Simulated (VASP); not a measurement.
# Ti4Al12O (a cell with a defect) in VASP: single point with PBE

Aim: the single point of Ti4Al12O (a cell with a defect) with PBE.

Everything below comes from runs of VASP 6.6.1. Logs are shortened: lines on timing, memory, paths and dates and some standing lists are left out, and cuts for length are marked.

## Step 1: The cell of the first run

The cell holds a defect, 17 atoms: a = 5.437 Å, b = 5.437 Å, c = 8.624 Å, α = 90.00°, β = 90.00°, γ = 90.00°.

## Step 2: Single point, PBE

Contents of INCAR:

```
SYSTEM = Ti4Al12O
ALGO = Normal
EDIFF = 1E-6
ENCUT = 520
GGA = PE
ISIF = 2
ISMEAR = 1
LASPH = .TRUE.
LCHARG = .FALSE.
LREAL = Auto
LWAVE = .FALSE.
NBANDS = 59
NELM = 80
PREC = Accurate
SIGMA = 0.1
```

Contents of KPOINTS:

```
k-points
0
G
  3 3 2
  0 0 0
```

Contents of POSCAR:

```
Ti4Al12O
1.0
    3.8447514400      3.8447514400      0.0000000000
   -3.8447514400      3.8447514400      0.0000000000
    0.0000000000      0.0000000000      8.6237151300
Ti Al O
4 12 1
Direct
   -0.0024316266     -0.0417727914     -0.0152559538
    0.0006398333      0.5030304378      0.4961512452
    0.4993690828      0.0054916424      0.4920666947
    0.5043631637      0.5236387921     -0.0115773769
    0.0000845308      0.0004322776      0.4945915926
    0.0078585054      0.4794026425     -0.0263972078
    0.4961085339      0.0146069261     -0.0077517635
    0.4997399780      0.5097060319      0.5023556477
    0.2630080295      0.2570133637      0.2524257779
    0.2538390362      0.7533233410      0.7371233748
    0.7493887563      0.2488762967      0.7411744131
    0.7459352171      0.7473254240      0.2481545329
    0.2528021681      0.2496121050      0.7399969623
    0.2509765625      0.7441774962      0.2461643234
    0.7291183952      0.2608532738      0.2627542731
    0.7519408069      0.7515779746      0.7363484188
   -0.0135206400      0.2409920419      0.1295680554
```

Potentials or basis: VASP PAW PBE potentials, release 64 (Ti_sv, Al, O).

Launch:

```console
$ cat potpaw_PBE.64/Ti_sv/POTCAR potpaw_PBE.64/Al/POTCAR potpaw_PBE.64/O/POTCAR > POTCAR
$ mpirun -np 1 vasp_std > vasp.out
```

OUTCAR:

```text
SYSTEM = Ti4Al12O
   EDIFF = 1E-6
   ENCUT = 520
   GGA = PE
   ISIF = 2
   ISMEAR = 1
   LASPH = .TRUE.
   LREAL = Auto
   NELM = 80
   PREC = Accurate

 ion  position               nearest neighbor table
   1  0.998  0.958  0.985-  17 1.98   6 2.61   7 2.73   7 2.74  16 2.76  10 2.78   6 2.84  14 2.89
                            12 2.89  11 2.95  13 2.98
   2  0.001  0.503  0.496-   5 2.70   8 2.71   8 2.72   5 2.73  16 2.82  15 2.82  10 2.84  13 2.86
                            14 2.87  11 2.87   9 2.87  12 2.87
   3  0.499  0.005  0.492-   8 2.70   5 2.71  15 2.72   5 2.72   8 2.74   9 2.79  10 2.85  13 2.85
                            12 2.86  11 2.87  16 2.87  14 2.89
   4  0.504  0.524  0.988-   7 2.67   6 2.71   6 2.75   7 2.77  16 2.84  10 2.85  12 2.87  14 2.88
                            11 2.92  13 2.95   9 3.00  15 3.02
   5  0.000  0.000  0.495-   2 2.70   3 2.71   3 2.72   2 2.73  16 2.83  10 2.84  15 2.86  13 2.86
                            11 2.86  12 2.88   9 2.89  14 2.90
   6  0.008  0.479  0.974-  17 1.87   1 2.61   4 2.71  13 2.72  11 2.75   4 2.75   1 2.84  10 2.86
                            16 2.88   9 3.03  14 3.06  12 3.12  15 3.15
   7  0.496  0.015  0.992-   4 2.67   1 2.73   1 2.74   4 2.77  13 2.85  11 2.86   9 2.89  10 2.93
                            14 2.96  12 2.97  15 2.97  16 2.97
   8  0.500  0.510  0.502-   3 2.70   2 2.71   2 2.72   3 2.74  10 2.76  15 2.77  16 2.77  13 2.83
                            11 2.85   9 2.86  12 2.88  14 2.89
   9  0.263  0.257  0.252-  17 1.84  15 2.54  14 2.65  14 2.79   3 2.79   8 2.86   2 2.87   5 2.89
                             7 2.89  15 2.90   4 3.00   6 3.03
  10  0.254  0.753  0.737-  13 2.70  16 2.71  16 2.73  13 2.74   8 2.76   1 2.78   2 2.84   5 2.84
                             4 2.85   3 2.85   6 2.86   7 2.93
  11  0.749  0.249  0.741-  13 2.70  16 2.70  16 2.73  13 2.74   6 2.75   8 2.85   5 2.86   7 2.86
                             3 2.87   2 2.87   4 2.92   1 2.95
  12  0.746  0.747  0.248-  15 2.65  14 2.69  14 2.75  15 2.80   3 2.86   4 2.87   2 2.87   8 2.88
                             5 2.88   1 2.89   7 2.97   6 3.12
  13  0.253  0.250  0.740-  10 2.70  11 2.70   6 2.72  11 2.74  10 2.74   8 2.83   7 2.85   3 2.85
                             2 2.86   5 2.86   4 2.95   1 2.98
  14  0.251  0.744  0.246-   9 2.65  12 2.69  12 2.75   9 2.79   2 2.87   4 2.88   1 2.89   8 2.89
                             3 2.89   5 2.90   7 2.96   6 3.06
  15  0.729  0.261  0.263-  17 1.81   9 2.54  12 2.65   3 2.72   8 2.77  12 2.80   2 2.82   5 2.86
                             9 2.90   7 2.97   4 3.02   6 3.15
  16  0.752  0.752  0.736-  11 2.70  10 2.71  10 2.73  11 2.73   1 2.76   8 2.77   2 2.82   5 2.83
                             4 2.84   3 2.87   6 2.88   7 2.97
  17  0.986  0.241  0.130-  15 1.81   9 1.84   6 1.87   1 1.98

  LATTYP: Found a simple tetragonal cell.
 ALAT       =     5.4372996304
 C/A-ratio  =     1.5860290431

  Lattice vectors:

 A1 = (   3.8447514400,   3.8447514400,   0.0000000000)
 A2 = (  -3.8447514400,   3.8447514400,   0.0000000000)
 A3 = (   0.0000000000,   0.0000000000,   8.6237151300)
[... 157 lines left out ...]
   ISMEAR =     1;   SIGMA  =   0.10  broadening in eV -4-tet -1-fermi 0-gaus
   EFERMI_NEDOS =   21; number of points for ismear=-14 and -15
   IALGO  =     38    algorithm
   IMIX   =      4    mixing-type and parameters
     AMIX     =   0.40;   BMIX     =  1.00
     AMIX_MAG =   1.60;   BMIX_MAG =  1.00
  volume/ion in A,a.u.               =      15.00       101.21
  Fermi-wavevector in a.u.,A,eV,Ry     =   1.157005  2.186423 18.213593  1.338661
  Thomas-Fermi vector in A             =   2.293621
   LORBIT       =      0    0 simple, 1 ext, 2 COOP (PROOUT), +10 PAW based schemes
   GGA     = PE    functional components
   LHFCALC =     F    Hartree Fock is set to
   AEXX    =    0.0000 exact exchange contribution
   IVDW    =     0    specifies the selected vdW correction
   LEPSILON=     F    determine dielectric tensor
   LRPA    =     F    only Hartree local field effects (RPA)
 non-spin polarized calculation
 Methfessel and Paxton  Order N= 1 SIGMA  =   0.10
  energy-cutoff  :      520.00
  volume of cell :      254.95
 maximum number of plane-waves:      6896
   NGX = 21   NGY = 21   NGZ = 33

 number of electron      90.0000008 magnetization

 Free energy of the ion-electron system (eV)
  ---------------------------------------------------
  ext. energy  EPLUGINS =         0.00000000
  ---------------------------------------------------
  free energy    TOTEN  =       -89.43429950 eV

  energy without entropy =      -89.43404484  energy(sigma->0) =      -89.43421462

 E-fermi :   8.4974     XC(G=0): -10.8460

 val. band max:        8.4740147837   @ k =  -0.3333   0.3333   0.5000
 cond. band min:       8.5124678991   @ k =   0.0000   0.3333   0.0000
 fundamental gap:      0.0384531153
 Fermi energy:         8.4973733290

 k-point     1 :       0.0000    0.0000    0.0000
  band No.  band energies     occupation
      1     -48.3847      2.00000
      2     -48.0734      2.00000
      3     -47.9648      2.00000
      4     -47.9302      2.00000
      5     -24.8788      2.00000
      6     -24.6654      2.00000
[... 589 lines left out ...]
     56      10.9151      0.00000
     57      10.9804      0.00000
 [bands above 57 left out]

------------------------ aborting loop because EDIFF is reached ----------------------------------------

  FORCE on cell =-STRESS in cart. coord.  units (eV):
  Direction    XX          YY          ZZ          XY          YZ          ZX
  --------------------------------------------------------------------------------------
  -------------------------------------------------------------------------------------
  Total        9.3977189      9.8077267      5.6544804     -0.4227920      0.8330856     -1.5037112
  in kB       59.0570974     61.6336667     35.5338568     -2.6569076      5.2352724     -9.4496141
  external PRESSURE =      52.0748736 kB  Pullay stress =       0.0000000 kB

 VOLUME and BASIS-vectors are now :
 -----------------------------------------------------------------------------
  energy-cutoff  :      520.00
  volume of cell :      254.95
      direct lattice vectors                 reciprocal lattice vectors
     3.844751440  3.844751440  0.000000000     0.130047419  0.130047419  0.000000000
    -3.844751440  3.844751440  0.000000000    -0.130047419  0.130047419  0.000000000
     0.000000000  0.000000000  8.623715130     0.000000000  0.000000000  0.115959303

 POSITION                                       TOTAL-FORCE (eV/Angst)
 -----------------------------------------------------------------------------------
      0.15126      7.51955      8.49215         0.020555     -0.004603     -0.040525
     -1.93157      1.93649      4.27867        -0.006559     -0.009567     -0.015924
      1.89884      1.94106      4.24344        -0.005126     -0.001427     -0.016171
     -0.07411      3.95241      8.52388        -0.018212     -0.018749      0.019027
     -0.00134      0.00199      4.26522        -0.005224     -0.005679      0.005462
     -1.81297      1.87340      8.39607        -0.053209     -0.050034      0.005033
[... 9 lines left out ...]
      0.00140      5.78066      6.35006        -0.010674     -0.001732      0.003510
      2.86621      4.71932      1.11736         0.092619      0.112113      0.030194
 -----------------------------------------------------------------------------------
    total drift:                                0.008846      0.017683     -0.014936

  FREE ENERGIE OF THE ION-ELECTRON SYSTEM (eV)
  ---------------------------------------------------
  free  energy   TOTEN  =       -89.4342995021 eV

  energy  without entropy=      -89.4340448432  energy(sigma->0) =      -89.43421462
```

OSZICAR:

```text
N       E                     dE             d eps       ncg     rms          rms(c)
DAV:   1     0.875788223200E+03    0.87579E+03   -0.38453E+04  1188   0.150E+03
DAV:   2     0.363089911040E+02   -0.83948E+03   -0.81174E+03  1180   0.439E+02
DAV:   3    -0.855126170664E+02   -0.12182E+03   -0.11843E+03  1772   0.146E+02
DAV:   4    -0.990546193676E+02   -0.13542E+02   -0.13403E+02  1824   0.429E+01
DAV:   5    -0.997188255566E+02   -0.66421E+00   -0.66194E+00  1672   0.896E+00    0.240E+01
DAV:   6    -0.928275851085E+02    0.68912E+01   -0.12245E+02  1652   0.512E+01    0.157E+01
DAV:   7    -0.900859640061E+02    0.27416E+01   -0.58967E+01  1580   0.336E+01    0.762E+00
DAV:   8    -0.897527399067E+02    0.33322E+00   -0.44664E+00  1592   0.882E+00    0.507E+00
DAV:   9    -0.895201893542E+02    0.23255E+00   -0.25155E+00  1712   0.612E+00    0.284E+00
DAV:  10    -0.894924085608E+02    0.27781E-01   -0.10431E+00  1776   0.418E+00    0.226E+00
DAV:  11    -0.894684615216E+02    0.23947E-01   -0.44199E-01  1608   0.349E+00    0.176E+00
DAV:  12    -0.894339051215E+02    0.34556E-01   -0.17327E-01  1664   0.180E+00    0.465E-01
DAV:  13    -0.894360380688E+02   -0.21329E-02   -0.24892E-02  1664   0.742E-01    0.340E-01
DAV:  14    -0.894345863996E+02    0.14517E-02   -0.84960E-03  1568   0.459E-01    0.151E-01
DAV:  15    -0.894342922874E+02    0.29411E-03   -0.23074E-03  1736   0.232E-01    0.436E-02
DAV:  16    -0.894342989868E+02   -0.66993E-05   -0.25782E-04  1648   0.753E-02    0.245E-02
DAV:  17    -0.894342995208E+02   -0.53404E-06   -0.45683E-05  1624   0.303E-02    0.601E-03
DAV:  18    -0.894342995021E+02    0.18737E-07   -0.34893E-06  1280   0.994E-03
   1 F= -.89434300E+02 E0= -.89434215E+02  d E =-.254659E-03
```

Wall time 2 min (1 thread of AMD EPYC 9R45 (Zen 5), shared host); peak memory 0.32 GiB.

Results:

* Free energy: -89.4343 eV
* Pressure: 5.2 GPa
* Largest force: 0.149 eV/Å
* Band gap on the k mesh: zero (bands 45 and 46 overlap by 0.06 eV)

Forces in eV/Å, atoms in the order of the input:
```
Ti   0.021 -0.005 -0.041
Ti  -0.007 -0.010 -0.016
Ti  -0.005 -0.001 -0.016
Ti  -0.018 -0.019  0.019
Al  -0.005 -0.006  0.005
Al  -0.053 -0.050  0.005
Al   0.015  0.017 -0.004
Al  -0.003 -0.004  0.001
Al  -0.006  0.012  0.043
Al  -0.011 -0.018  0.007
Al  -0.007 -0.003  0.003
Al   0.009 -0.013 -0.008
Al  -0.004 -0.006 -0.003
Al   0.003  0.006  0.008
Al  -0.010 -0.012 -0.038
Al  -0.011 -0.002  0.004
O    0.093  0.112  0.030
```

Levels at points of the mesh, in eV from the Fermi level:
```tsv
k point	band 41	band 42	band 43	band 44	band 45	band 46	band 47	band 48	band 49	band 50
(0.00, 0.00, 0.00)	-1.23	-1.10	-0.97	-0.48	-0.15	0.22	0.60	0.77	0.90	1.00
(0.00, 0.00, 0.50)	-1.12	-0.99	-0.55	-0.50	-0.18	0.26	0.78	0.81	0.84	0.88
```

Caveat: the k points lie up to 0.39 Å⁻¹ apart.

The gap in the log of VASP goes by the Fermi energy; the results here count the filled bands.